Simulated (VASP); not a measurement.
A run of VASP 6.6.1:

Contents of INCAR:

```
  ALGO = Normal
  EDIFF = 1E-6
  ENCUT = 520
  ISIF = 2
  ISMEAR = -1
  ISPIN = 2
  LASPH = T
  LCHARG = F
  LMAXMIX = 4
  LORBIT = 11
  LREAL = F
  LWAVE = F
  MAGMOM = 2 0
  NBANDS = 22
  NELM = 150
  PREC = Accurate
  SIGMA = 0.05
```

File KPOINTS:

```
k-points
0
Gamma
  14 14 8
```

File POSCAR:

```
CoMo
1.0
    2.7819204892      0.0000000000      0.0000000000
   -1.3909602446      2.4092138150      0.0000000000
    0.0000000000      0.0000000000      4.3186656721
Co Mo
1 1
Direct
    0.6666666667      0.3333333333      0.5000000000
    0.3333333333      0.6666666667      0.0000000000
```

Potentials or basis: VASP PAW LDA potentials, release 64 (Co, Mo_sv).

Command:

```console
$ cat potpaw_LDA.64/Co/POTCAR potpaw_LDA.64/Mo_sv/POTCAR > POTCAR
$ mpirun -np 1 vasp_std > vasp.out
```

Hardware: 1 thread of Intel(R) Xeon(R) Platinum 8259CL CPU @ 2.50GHz (Skylake/Cascade Lake), with other jobs on the host.

Estimate the wall time of this run.

Wall time 2.1 min on 1 thread of Intel(R) Xeon(R) Platinum 8259CL CPU @ 2.50GHz (Skylake/Cascade Lake), on a shared host, peak memory 0.23 GiB. Counts: scf iterations 17, k points 120.
